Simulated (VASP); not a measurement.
Set up this calculation in VASP 6.6.1, as the native input.

```yaml
Task: single point
Functional: r2SCAN
Potentials_or_basis: VASP PAW PBE potentials, release 64 (Pd, C, Fe)
Cutoff: 520 eV
k_mesh: 10 × 10 × 10
Occupations: gaussian, width 0.1 eV
Spin: no spin polarisation
Dipole_correction: no
Further_INCAR_settings: ALGO = Normal; EDIFF = 1e-07; NBANDS = 27
```

Crystal: Fe3PdC.

```
Pd C Fe
1.0
     3.85525    0.00000    0.00000
     0.00000    3.85525    0.00000
     0.00000    0.00000    3.85525
Pd C Fe
1 1 3
Direct
  0.00000 0.00000 0.00000
  0.50000 0.50000 0.50000
  0.50000 0.50000 0.00000
  0.50000 0.00000 0.50000
  0.00000 0.50000 0.50000
```

The input as run:

POSCAR

```
Fe3PdC
1.0
    3.8552527270      0.0000000000      0.0000000000
    0.0000000000      3.8552527270      0.0000000000
    0.0000000000      0.0000000000      3.8552527270
Pd C Fe
1 1 3
Direct
    0.0000000000      0.0000000000      0.0000000000
    0.5000000000      0.5000000000      0.5000000000
    0.5000000000      0.5000000000      0.0000000000
    0.5000000000      0.0000000000      0.5000000000
    0.0000000000      0.5000000000      0.5000000000
```

INCAR.step1

```
PREC = Accurate
ENCUT = 520
ISMEAR = 0
SIGMA = 0.1
LREAL = F
LASPH = T
NELM = 60
NBANDS = 27
GGA = PE
ALGO = Normal
EDIFF = 1E-4
LWAVE = T
LCHARG = F
```

INCAR.step2

```
PREC = Accurate
ENCUT = 520
EDIFF = 1E-7
ISMEAR = 0
SIGMA = 0.1
LREAL = F
LASPH = T
NELM = 60
ALGO = Normal
ISIF = 2
LWAVE = F
LCHARG = F
METAGGA = R2SCAN
LMIXTAU = T
NBANDS = 27
ISTART = 1
```

KPOINTS

```
regular mesh
0
Gamma
  10 10 10
```

Potentials or basis: VASP PAW PBE potentials, release 64 (Pd, C, Fe).

Command:

```console
$ cat potpaw_PBE.64/Pd/POTCAR potpaw_PBE.64/C/POTCAR potpaw_PBE.64/Fe/POTCAR > POTCAR
$ cp INCAR.step1 INCAR
$ mpirun -np 1 vasp_std > vasp.out
$ cp INCAR.step2 INCAR
$ mpirun -np 1 vasp_std > vasp.out
```

It gave:

```
Pressure               : -20.0 GPa
Band gap on the k mesh : zero (bands 19 and 20 overlap by 0.80 eV)
```

Caveat: the cell stands under tension; the PAW data sets were made with another functional, which shifts forces and pressure a little; the run has no spin polarisation, though such a crystal can be magnetic.

It took 2.8 min on 1 thread of AMD EPYC 9R45 96-Core Processor (Zen 5), on a shared host, peak memory 0.2 GiB.
